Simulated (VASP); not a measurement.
Rh:

```
Rh
1.0
     0.00000    1.89000    1.89000
     1.89000    0.00000    1.89000
     1.89000    1.89000    0.00000
Rh
1
Direct
  0.00000 0.00000 0.00000
```

```yaml
Program: VASP 6.6.1
Task: relaxation of cell and atoms
Functional: LDA
Potentials_or_basis: VASP PAW LDA potentials, release 64 (Rh_pv)
Cutoff: 500 eV
k_mesh: 18 × 18 × 18
Occupations: gaussian, width 0.1 eV
Spin: no spin polarisation
```

At the start: pressure -5.4 GPa; volume 13.50 Å³/atom.

Problem. How do energy, volume and symmetry change on relaxing?

Solution. Over 4 steps the energy falls by 4.1 meV/atom and the volume is 13.26 Å³/atom (-1.8 %); space group Fm-3m (No. 225, to 0.05 Å).

The path:
```tsv
step	energy change (eV)	largest force (eV/Å)	pressure (GPa)	volume (Å³)
1	0.0000	0.0000	-5.41	13.50
2	0.0286	0.0000	17.47	12.63
3	-0.0041	0.0000	-0.11	13.27
4	-0.0041	0.0000	0.00	13.26
```

Final structure:
```
Rh
1.0
     0.00000    1.87871    1.87871
     1.87871    0.00000    1.87871
     1.87871    1.87871    0.00000
Rh
1
Direct
  0.00000 0.00000 0.00000
```
